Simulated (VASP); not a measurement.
A run of VASP 6.6.1 is set up as follows.

File INCAR:

```
SYSTEM = HfSnSe4
  ALGO = Normal
  EDIFF = 1E-6
  ENCUT = 520
  GGA = PS
  ISIF = 2
  ISMEAR = 0
  LASPH = .TRUE.
  LCHARG = .TRUE.
  LELF = .TRUE.
  LREAL = .FALSE.
  LVHAR = .TRUE.
  LWAVE = .FALSE.
  NBANDS = 33
  NELM = 60
  PREC = Accurate
  SIGMA = 0.1
```

The input KPOINTS:

```
k-points
0
G
  6 10 6
  0 0 0
```

POSCAR

```
HfSnSe4
1.0
    6.7498096000      0.0000000000      0.0000000000
    0.0000000000      3.7814498000      0.0000000000
   -0.1650483000      0.0000000000      7.1129297000
Hf Sn Se
1 1 4
Direct
    0.5000000000      0.5000000000      0.0000000000
    0.0000000000      0.0000000000      0.0000000000
    0.3374020000      0.0000000000      0.7760260000
    0.8226690000      0.5000000000      0.7771670000
    0.1773310000      0.5000000000      0.2228330000
    0.6625980000      0.0000000000      0.2239740000
```

Potentials or basis: VASP PAW PBE potentials, release 64 (Hf_pv, Sn_d, Se).

The run is started by

```sh
$ cat potpaw_PBE.64/Hf_pv/POTCAR potpaw_PBE.64/Sn_d/POTCAR potpaw_PBE.64/Se/POTCAR > POTCAR
$ mpirun -np 1 vasp_std > vasp.out
```

Question: Estimate the band gap on the k mesh.

Answer: Zero (bands 24 and 25 overlap by 0.47 eV).

Question: Estimate the largest force.

Answer: 0.300 eV/Å.

Forces in eV/Å, atoms in the order of the input:
```
Hf   0.000  0.000  0.000
Sn   0.000  0.000  0.000
Se   0.069  0.000  0.292
Se  -0.068  0.000  0.262
Se   0.068  0.000 -0.262
Se  -0.069  0.000 -0.292
```

Caveat: the PAW data sets were made with another functional, which shifts forces and pressure a little; spin-orbit coupling is left out, which moves the levels of the heavy elements.
